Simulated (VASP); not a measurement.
A run of VASP 6.6.1 is set up as follows.

File INCAR:

```
SYSTEM = TiTe2
ALGO = Normal
EDIFF = 1E-6
ENCUT = 520
GGA = PS
ISIF = 2
ISMEAR = 0
LASPH = .TRUE.
LCHARG = .TRUE.
LELF = .TRUE.
LREAL = .FALSE.
LVHAR = .TRUE.
LWAVE = .FALSE.
NBANDS = 19
NELM = 80
PREC = Accurate
SIGMA = 0.1
```

File KPOINTS:

```
k-points
0
G
  6 6 4
  0 0 0
```

The input POSCAR:

```
TiTe2
1.0
    3.7770000000      0.0000000000      0.0000000000
   -1.8885000000      3.2709779501      0.0000000000
    0.0000000000      0.0000000000      6.4980000000
Ti Te
1 2
Direct
    0.0000000000      0.0000000000      0.0000000000
    0.6666666667      0.3333333333      0.2628000000
    0.3333333333      0.6666666667      0.7372000000
```

Potentials or basis: VASP PAW PBE potentials, release 64 (Ti_sv, Te).

Launch:

```sh
$ cat potpaw_PBE.64/Ti_sv/POTCAR potpaw_PBE.64/Te/POTCAR > POTCAR
$ mpirun -np 1 vasp_std > vasp.out
```

(1) Predict the largest force.

(2) Estimate the band gap on the k mesh.

(3) Estimate the pressure.

Results:

(1) 0.163 eV/Å.

(2) zero (band 12 reaches 7.08 eV, above the bottom of band 13 at 6.40 eV).

(3) -2.3 GPa.

Caveat: the PAW data sets were made with another functional, which shifts forces and pressure a little; spin-orbit coupling is left out, which moves the levels of the heavy elements; this functional lacks dispersion, which binds the layers, so the pressure and a relaxed spacing across them are unreliable.
